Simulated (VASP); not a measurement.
**SrCl2: single point with PBE**

SrCl2:

```xyz
3
Lattice="0.0000 3.5178 3.6912 3.5178 0.0000 3.6912 3.5178 3.5178 0.0000" Properties=species:S:1:pos:R:3 pbc="T T T"
Sr    0.0000    0.0000    0.0000
Cl    1.7589    1.7589    1.8456
Cl    5.2767    5.2767    5.5368
```

* Program: VASP 6.6.1
* Task: single point
* Functional: PBE
* Potentials or basis: VASP PAW PBE potentials, release 64 (Sr_sv, Cl)
* Cutoff: 520 eV
* k mesh: 6 × 6 × 6
* Occupations: gaussian, width 0.05 eV
* Spin: no spin polarisation
* Dipole correction: no
* Further INCAR settings: ALGO = Normal; EDIFF = 1e-06; NBANDS = 19

```yaml
Pressure: -1.3 GPa
Band_gap_on_the_k_mesh: 4.90 eV (least direct gap 5.20 eV)
```

Stress tensor (GPa, compression positive):
```
-0.58  0.00  0.00
 0.00 -0.58  0.00
 0.00  0.00 -2.80
```

Levels at points of the mesh, in eV from the valence-band top:
```tsv
k point	band 9	band 10	band 11	band 12	band 13	band 14	band 15	band 16
(0.00, 0.00, 0.00)	-1.90	-0.62	-0.29	-0.29	4.90	5.91	6.14	8.70
(0.50, 0.00, 0.00)	-1.43	-1.29	-1.07	-1.03	6.49	6.55	7.11	7.63
(0.50, 0.50, 0.00)	-1.80	-0.37	-0.37	-0.26	5.42	6.52	7.30	7.52
(0.50, 0.00, 0.50)	-1.73	-0.66	-0.29	0.00	5.40	6.84	7.31	7.69
```

Wall time 98 s on 1 thread of Intel Xeon 8259CL, with other jobs on the host, peak memory 0.26 GiB.

A k mesh can miss the band edges. A hybrid or GW would open this gap; PBE tends to underestimate it.
